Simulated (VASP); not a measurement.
Input of a VASP 6.6.1 run:

INCAR

```
  ALGO = Normal
  EDIFF = 1E-6
  ENCUT = 520
  GGA = PE
  ISIF = 2
  ISMEAR = 0
  LASPH = True
  LCHARG = False
  LREAL = False
  LWAVE = False
  NBANDS = 12
  NELM = 80
  PREC = Accurate
  SIGMA = 0.1
```

File KPOINTS:

```
k-points
0
Gamma
  6 6 6
```

Contents of POSCAR:

```
Sb
1.0
    2.1506000000      1.2416494900      3.7440000000
   -2.1506000000      1.2416494900      3.7440000000
    0.0000000000     -2.4832989800      3.7440000000
Sb
2
Direct
    0.2336400000      0.2336400000      0.2336400000
    0.7663600000      0.7663600000      0.7663600000
```

Potentials or basis: VASP PAW PBE potentials, release 64 (Sb).

Launch:

```console
$ cat potpaw_PBE.64/Sb/POTCAR > POTCAR
$ mpirun -np 1 vasp_std > vasp.out
```

(1) Estimate the pressure.

(2) Estimate the band gap on the k mesh.

(3) Predict the largest force.

Answers

(1) 3.2 GPa.

(2) zero (band 5 reaches 7.45 eV, above the bottom of band 6 at 7.17 eV).

(3) 0.134 eV/Å.

Caveat: spin-orbit coupling is left out, which moves the levels of the heavy elements.
